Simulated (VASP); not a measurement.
# CdF2 (Fm-3m) in VASP: a series of runs

CdF2 is run at these levels: r2SCAN; tasks: single point, relaxation of cell and atoms.

Everything below comes from runs of VASP 6.6.1. Logs are shortened: lines on timing, memory, paths and dates and some standing lists are left out, and cuts for length are marked.

### Step 1. The cell of the first run

Symmetry: Fm-3m, No. 225, cubic system. The conventional cell has a = 5.422 Å, b = 5.422 Å, c = 5.422 Å, α = 90.00°, β = 90.00°, γ = 90.00°. Within 3.1 Å of Cd (site symmetry m-3m) lie 8 F at 2.35 Å. F (site symmetry -43m) has 4 Cd at 2.35 Å and 6 F at 2.71 Å within 3.1 Å.

### Step 2. Single point, r2SCAN

The input, POSCAR:

```
CdF2
1.0
    2.7109533989      2.7109533989      0.0000000000
   -2.7109533989      2.7109533989      0.0000000000
    0.0000000000      2.7109533989      2.7109533989
Cd F
1 2
Direct
    0.0000000000      0.0000000000      0.0000000000
    0.2500000000      0.7500000000      0.5000000000
    0.7500000000      0.2500000000      0.5000000000
```

The input, INCAR.step1:

```
PREC = Accurate
ENCUT = 520
ISMEAR = 0
SIGMA = 0.01
LREAL = False
LASPH = True
NELM = 100
NBANDS = 20
GGA = PE
ALGO = Normal
EDIFF = 1E-4
LWAVE = True
LCHARG = False
```

The input, INCAR.step2:

```
PREC = Accurate
ENCUT = 520
EDIFF = 1E-6
ISMEAR = 0
SIGMA = 0.01
LREAL = False
LASPH = True
NELM = 100
ALGO = Normal
ISIF = 2
LWAVE = False
LCHARG = False
METAGGA = R2SCAN
LMIXTAU = True
NBANDS = 20
ISTART = 1
```

The input, KPOINTS:

```
Automatic mesh
0
Gamma
  8 8 8
```

Potentials or basis: VASP PAW PBE potentials, release 64 (Cd, F).

Launch:

```console
$ cat potpaw_PBE.64/Cd/POTCAR potpaw_PBE.64/F/POTCAR > POTCAR
$ cp INCAR.step1 INCAR
$ mpirun -np 1 vasp_std > vasp.out
$ cp INCAR.step2 INCAR
$ mpirun -np 1 vasp_std > vasp.out
```

OUTCAR:

```text
PREC = Accurate
   ENCUT = 520
   EDIFF = 1E-6
   ISMEAR = 0
   LREAL = False
   LASPH = True
   NELM = 100
   ISIF = 2
   METAGGA = R2SCAN
   ISTART = 1

 ion  position               nearest neighbor table
   1  0.000  0.000  0.000-   3 2.35   2 2.35   2 2.35   3 2.35   2 2.35   3 2.35   3 2.35   2 2.35

   2  0.250  0.750  0.500-   1 2.35   1 2.35   1 2.35   1 2.35
   3  0.750  0.250  0.500-   1 2.35   1 2.35   1 2.35   1 2.35

  LATTYP: Found a face centered cubic cell.
 ALAT       =     5.4219067978

  Lattice vectors:

 A1 = (   0.0000000000,   2.7109533989,   2.7109533989)
 A2 = (   2.7109533989,   0.0000000000,   2.7109533989)
 A3 = (   2.7109533989,   2.7109533989,   0.0000000000)

Analysis of symmetry for initial positions (statically):
=====================================================================
 Subroutine PRICEL returns:
 Original cell was already a primitive cell.

 Routine SETGRP: Setting up the symmetry group for a
 face centered cubic supercell.

 Subroutine GETGRP returns: Found 48 space group operations
 (whereof 48 operations were pure point group operations)
 out of a pool of 48 trial point group operations.

The static configuration has the point symmetry O_h .

Analysis of symmetry for dynamics (positions and initial velocities):
=====================================================================
 Subroutine PRICEL returns:
 Original cell was already a primitive cell.

 Routine SETGRP: Setting up the symmetry group for a
 face centered cubic supercell.

 Subroutine GETGRP returns: Found 48 space group operations
 (whereof 48 operations were pure point group operations)
 out of a pool of 48 trial point group operations.

The dynamic configuration has the point symmetry O_h .

 Subroutine INISYM returns: Found 48 space group operations
 (whereof 48 operations are pure point group operations),
 and found     1 'primitive' translations

----------------------------------------------------------------------------------------

                                     Primitive cell

  volume of cell :      39.8470

  direct lattice vectors                    reciprocal lattice vectors
     2.710953399  2.710953399  0.000000000     0.184436959  0.184436959 -0.184436959
    -2.710953399  2.710953399  0.000000000    -0.184436959  0.184436959 -0.184436959
     0.000000000  2.710953399  2.710953399     0.000000000  0.000000000  0.368873917

  length of vectors
     3.833867064  3.833867064  3.833867064     0.319454183  0.319454183  0.368873917

  position of ions in fractional coordinates (direct lattice)
     0.000000000  0.000000000  0.000000000
     0.250000000  0.750000000  0.500000000
     0.750000000  0.250000000  0.500000000

  ion indices of the primitive-cell ions
   primitive index   ion index
                 1           1
                 2           2
                 3           3

----------------------------------------------------------------------------------------

 KPOINTS: Automatic mesh

Automatic generation of k-mesh.
 Grid dimensions read from file:
 generate k-points for:    8    8    8

 Generating k-lattice:

  Cartesian coordinates                     Fractional coordinates (reciprocal lattice)
     0.023054620  0.023054620 -0.023054620     0.125000000  0.000000000  0.000000000
    -0.023054620  0.023054620 -0.023054620     0.000000000  0.125000000  0.000000000
     0.000000000  0.000000000  0.046109240     0.000000000  0.000000000  0.125000000

  Length of vectors
     0.039931773  0.039931773  0.046109240

  Shift w.r.t. Gamma in fractional coordinates (k-lattice)
     0.000000000  0.000000000  0.000000000

 Subroutine IBZKPT returns following result:
 ===========================================

 Found     29 irreducible k-points:

 Following reciprocal coordinates:
            Coordinates               Weight
  0.000000  0.000000  0.000000      1.000000
  0.125000  0.000000  0.000000      8.000000
  0.250000  0.000000  0.000000      8.000000
  0.375000  0.000000  0.000000      8.000000
  0.500000  0.000000  0.000000      4.000000
  0.125000  0.125000  0.000000     12.000000
[... 16 lines left out ...]
  0.375000  0.250000  0.125000     48.000000
  0.500000  0.250000  0.125000     24.000000
 [... further k-points ...]
   k-points           NKPTS =     29   k-points in BZ     NKDIM =     29   number of bands    NBANDS=     20
   number of dos      NEDOS =    301   number of ions     NIONS =      3
   total plane-waves  NPLWV =  27000
   dimension x,y,z NGX =    30 NGY =   30 NGZ =   30
   dimension x,y,z NGXF=    60 NGYF=   60 NGZF=   60
   ions per type =               1   2
   NGX,Y,Z   is equivalent  to a cutoff of  13.01, 13.01, 13.01 a.u.
   NGXF,Y,Z  is equivalent  to a cutoff of  26.02, 26.02, 26.02 a.u.
 SYSTEM =  unknown system
   PREC   = accura    normal or accurate (medium, high low for compatibility)
   ISTART =      1    job   : 0-new  1-cont  2-samecut
   ICHARG =      0    charge: 1-file 2-atom 10-const
   ISPIN  =      1    spin polarized calculation?
   LNONCOLLINEAR =      F non collinear calculations
   LSORBIT =      F    spin-orbit coupling
   LASPH  =      T    aspherical Exc in radial PAW
   ENCUT  =  520.0 eV  38.22 Ry    6.18 a.u.   7.13  7.13  7.13*2*pi/ulx,y,z
   NELM   =    100;   NELMIN=  2; NELMDL=  0     # of ELM steps
   EDIFF  = 0.1E-05   stopping-criterion for ELM
   LREAL  =      F    real-space projection
   EDIFFG = 0.1E-04   stopping-criterion for IOM
   NSW    =      0    number of steps for IOM
   IBRION =     -1    ionic relax: 0-MD 1-quasi-New 2-CG
   NFREE  =      0    steps in history (QN), initial steepest desc. (CG)
   ISIF   =      2    stress and relaxation
   ISYM   =      2    0-nonsym 1-usesym 2-fastsym
   POTIM  = 0.5000    time-step for ionic-motion
   TEBEG  =    0.0;   TEEND  =   0.0 temperature during run
   PSTRESS=    0.0 pullay stress
   NELECT =      26.0000    total number of electrons
   NUPDOWN=      -1.0000    fix difference up-down
   EMIN   =  10.00;   EMAX   =-10.00  energy-range for DOS
   EFERMI =   0.00;   METHOD = LEGACY
   ISMEAR =     0;   SIGMA  =   0.01  broadening in eV -4-tet -1-fermi 0-gaus
   EFERMI_NEDOS =   21; number of points for ismear=-14 and -15
   IALGO  =     38    algorithm
   IMIX   =      4    mixing-type and parameters
     AMIX     =   0.40;   BMIX     =  1.00
     AMIX_MAG =   1.60;   BMIX_MAG =  1.00
  volume/ion in A,a.u.               =      13.28        89.63
  Fermi-wavevector in a.u.,A,eV,Ry     =   1.419931  2.683280 27.432120  2.016204
  Thomas-Fermi vector in A             =   2.540900
   LORBIT       =      0    0 simple, 1 ext, 2 COOP (PROOUT), +10 PAW based schemes
   METAGGA = R2SCAN    functional components
   LHFCALC =     F    Hartree Fock is set to
   AEXX    =    0.0000 exact exchange contribution
   IVDW    =     0    specifies the selected vdW correction
   LEPSILON=     F    determine dielectric tensor
   LRPA    =     F    only Hartree local field effects (RPA)
 non-spin polarized calculation
 Gauss-broadening in eV      SIGMA  =   0.01
  energy-cutoff  :      520.00
  volume of cell :       39.85
 maximum number of plane-waves:      1090
 NGX is ok and might be reduce to    30
   NGX = 15   NGY = 15   NGZ = 15

 number of electron      25.9999980 magnetization

 Free energy of the ion-electron system (eV)
  ---------------------------------------------------
  ext. energy  EPLUGINS =         0.00000000
  ---------------------------------------------------
  free energy    TOTEN  =       -33.72027536 eV

  energy without entropy =      -33.72027536  energy(sigma->0) =      -33.72027536

 E-fermi :  -1.9434     XC(G=0): -10.9393

 val. band max:       -2.0067772035   @ k =   0.5000   0.5000   0.2500
 cond. band min:       1.6753376470   @ k =   0.0000   0.0000   0.0000
 fundamental gap:      3.6821148505
 Fermi energy:        -1.9433531930

 k-point     1 :       0.0000    0.0000    0.0000
  band No.  band energies     occupation
      1     -23.8422      2.00000
      2     -22.8259      2.00000
      3      -7.5807      2.00000
      4      -7.5806      2.00000
      5      -7.5806      2.00000
      6      -6.4269      2.00000
[... 12 lines left out ...]
     19      18.7093      0.00000
     20      18.7093      0.00000

 k-point     2 :       0.1250    0.0000    0.0000
  band No.  band energies     occupation
      1     -23.7973      2.00000
      2     -22.8661      2.00000
      3      -7.5236      2.00000
      4      -7.5236      2.00000
      5      -7.4204      2.00000
      6      -6.4435      2.00000
[... 12 lines left out ...]
     19      18.2881      0.00000
     20      18.2881      0.00000

 k-point     3 :       0.2500    0.0000    0.0000
  band No.  band energies     occupation
      1     -23.6743      2.00000
      2     -22.9768      2.00000
      3      -7.3925      2.00000
      4      -7.3925      2.00000
      5      -6.9913      2.00000
      6      -6.4570      2.00000
[... 12 lines left out ...]
     19      17.5717      0.00000
     20      18.0205      0.00000

 k-point     4 :       0.3750    0.0000    0.0000
  band No.  band energies     occupation
      1     -23.5040      2.00000
      2     -23.1319      2.00000
      3      -7.2855      2.00000
      4      -7.2855      2.00000
      5      -6.4591      2.00000
      6      -6.4089      2.00000
[... 12 lines left out ...]
     19      17.0260      0.00000
     20      17.6558      0.00000

 k-point     5 :       0.5000    0.0000    0.0000
  band No.  band energies     occupation
      1     -23.3463      2.00000
      2     -23.2826      2.00000
      3      -7.2533      2.00000
      4      -7.2533      2.00000
      5      -6.3613      2.00000
      6      -6.3613      2.00000
[... 12 lines left out ...]
     19      16.8131      0.00000
     20      17.3154      0.00000
[... 353 lines left out ...]
      6      -6.3226      2.00000
[... 12 lines left out ...]
     19      18.2958      0.00000
     20      20.5018      0.00000

 k-point    22 :       0.2500    0.2500    0.1250
  band No.  band energies     occupation
      1     -23.5888      2.00000
      2     -23.0461      2.00000
      3      -7.2543      2.00000
      4      -7.2189      2.00000
      5      -6.7380      2.00000
      6      -6.6706      2.00000
[... 12 lines left out ...]
     19      18.2359      0.00000
     20      20.7840      0.00000

 k-point    23 :       0.3750    0.2500    0.1250
  band No.  band energies     occupation
      1     -23.4521      2.00000
      2     -23.1663      2.00000
      3      -7.1640      2.00000
      4      -7.0743      2.00000
      5      -6.6372      2.00000
      6      -6.4198      2.00000
[... 12 lines left out ...]
     19      17.6122      0.00000
     20      20.8054      0.00000

 k-point    24 :       0.5000    0.2500    0.1250
  band No.  band energies     occupation
      1     -23.3215      2.00000
      2     -23.2896      2.00000
      3      -7.1343      2.00000
      4      -7.0368      2.00000
      5      -6.4737      2.00000
      6      -6.4572      2.00000
[... 12 lines left out ...]
     19      17.3524      0.00000
     20      21.1940      0.00000

 [... further k-points ...]

------------------------ aborting loop because EDIFF is reached ----------------------------------------

  FORCE on cell =-STRESS in cart. coord.  units (eV):
  Direction    XX          YY          ZZ          XY          YZ          ZX
  --------------------------------------------------------------------------------------
  -------------------------------------------------------------------------------------
  Total       -0.2791535     -0.2791535     -0.2791535      0.0000000     -0.0000000      0.0000000
  in kB      -11.2242554    -11.2242554    -11.2242554      0.0000000     -0.0000000      0.0000000
  external PRESSURE =     -11.2242554 kB  Pullay stress =       0.0000000 kB

 VOLUME and BASIS-vectors are now :
 -----------------------------------------------------------------------------
  energy-cutoff  :      520.00
  volume of cell :       39.85
      direct lattice vectors                 reciprocal lattice vectors
     2.710953399  2.710953399  0.000000000     0.184436959  0.184436959 -0.184436959
    -2.710953399  2.710953399  0.000000000    -0.184436959  0.184436959 -0.184436959
     0.000000000  2.710953399  2.710953399     0.000000000  0.000000000  0.368873917

 POSITION                                       TOTAL-FORCE (eV/Angst)
 -----------------------------------------------------------------------------------
      0.00000      0.00000      0.00000         0.000000      0.000000      0.000000
     -1.35548      4.06643      1.35548         0.000000     -0.000000      0.000000
      1.35548      4.06643      1.35548        -0.000000      0.000000      0.000000
 -----------------------------------------------------------------------------------
    total drift:                               -0.000000      0.000000     -0.000000

  FREE ENERGIE OF THE ION-ELECTRON SYSTEM (eV)
  ---------------------------------------------------
  free  energy   TOTEN  =       -33.7202753564 eV

  energy  without entropy=      -33.7202753564  energy(sigma->0) =      -33.72027536
```

Run time: 2.7 min. Hardware: 1 thread of Intel Xeon 8259CL, shared host; peak memory 0.18 GiB.

What came out:

```
Free energy            : -33.7203 eV
Pressure               : -1.1 GPa
Band gap on the k mesh : 3.68 eV (least direct gap 4.21 eV)
```

Levels at points of the mesh, in eV from the valence-band top:
| k point | band 9 | band 10 | band 11 | band 12 | band 13 | band 14 | band 15 | band 16 | band 17 | band 18 |
| --- | --- | --- | --- | --- | --- | --- | --- | --- | --- | --- |
| (0.00, 0.00, 0.00) | -0.94 | -0.94 | -0.53 | -0.53 | -0.53 | 3.68 | 13.51 | 13.51 | 13.51 | 17.74 |
| (0.50, 0.00, 0.00) | -2.20 | -1.78 | -1.78 | -0.41 | -0.41 | 7.84 | 9.63 | 15.42 | 15.42 | 18.82 |
| (0.50, 0.50, 0.00) | -2.87 | -2.87 | -0.48 | -0.09 | -0.09 | 8.71 | 10.43 | 12.14 | 15.13 | 15.13 |

Caveat: the PAW data sets were made with another functional, which shifts forces and pressure a little. r2SCAN opens gaps a little over a GGA but as a rule still falls short of measured ones.

(Continued in part 2 of 2.)
